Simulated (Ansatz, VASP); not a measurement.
**AlCu3: VASP beside Ansatz**

File INCAR:

```
  PREC = Accurate
  ENCUT = 520
  EDIFF = 1E-6
  ISMEAR = 0
  SIGMA = 0.15
  LREAL = False
  LASPH = True
  NELM = 80
  ALGO = Fast
  ISIF = 2
  LWAVE = False
  LCHARG = False
  NBANDS = 26
```

File KPOINTS:

```
regular mesh
0
Gamma
  12 12 12
```

Contents of POSCAR:

```
AlCu3
1.0
    3.6787514798      0.0000000000      0.0000000000
    0.0000000000      3.6787514798      0.0000000000
    0.0000000000      0.0000000000      3.6787514798
Al Cu
1 3
Direct
    0.0000000000      0.0000000000      0.0000000000
    0.5000000000      0.4946503589      0.0000000000
    0.5000000000      0.0000000000      0.5000000000
    0.0000000000      0.5053496411      0.5000000000
```

Input for Ansatz:

```yaml
crystal:
  lattice:
    - [3.6787514798, 0.0, 0.0]
    - [0.0, 3.6787514798, 0.0]
    - [0.0, 0.0, 3.6787514798]
  atoms:
    - { symbol: Al, position: [0.0, 0.0, 0.0] }
    - { symbol: Cu, position: [0.5, 0.4946503589, 0.0] }
    - { symbol: Cu, position: [0.5, 0.0, 0.5] }
    - { symbol: Cu, position: [0.0, 0.5053496411, 0.5] }
basis:
  ecutwfc: 520.0
kpoints:
  mp_grid: { grid: [12, 12, 12] }
hamiltonian:
  xc: lda
  pseudopotentials: { kind: paw, azcp: { folder: soft_1 } }
scf:
  occupations: { method: gaussian, width: 0.15 }
output:
  forces: true
  stress: true
  eigenvalues: true
```

Change from the starting cell: mode 5 frozen in at -0.019 Å, equal normal strain along x, y and z +0.0250.

Alike in both runs: task single point; functional LDA; k mesh 12 × 12 × 12; occupations gaussian, width 0.15 eV; no spin polarisation.

|  | VASP | Ansatz |
| --- | --- | --- |
| version | VASP 6.6.1 | Ansatz 0.2.0 |
| potentials or method | VASP PAW LDA potentials, release 64 (Al, Cu), cutoff 520 eV | scalar-relativistic, plane waves, PAW |
| valence electrons in the cell | 36 | 60 |

```tsv
	VASP	Ansatz	Ansatz less VASP
gap on the k mesh at the Fermi level (eV)	none	none	-
pressure (GPa)	-9.8	-10.4	-0.53
rms of the force components (eV/Å)	0.038	0.037	-0.0012
```

Ansatz warns that its potentials were made for another functional, while VASP's fit it. LDA's correlation is that of Perdew and Zunger in VASP and of Perdew and Wang (1992) in Ansatz. Atom by atom the forces differ by 0.001 eV/Å (rms over components). A gap of «none» marks a metal or a gap that the smearing closes. VASP's potentials hold 36 valence electrons a cell and Ansatz's 60, so a difference there can come from the potentials and not from the codes.
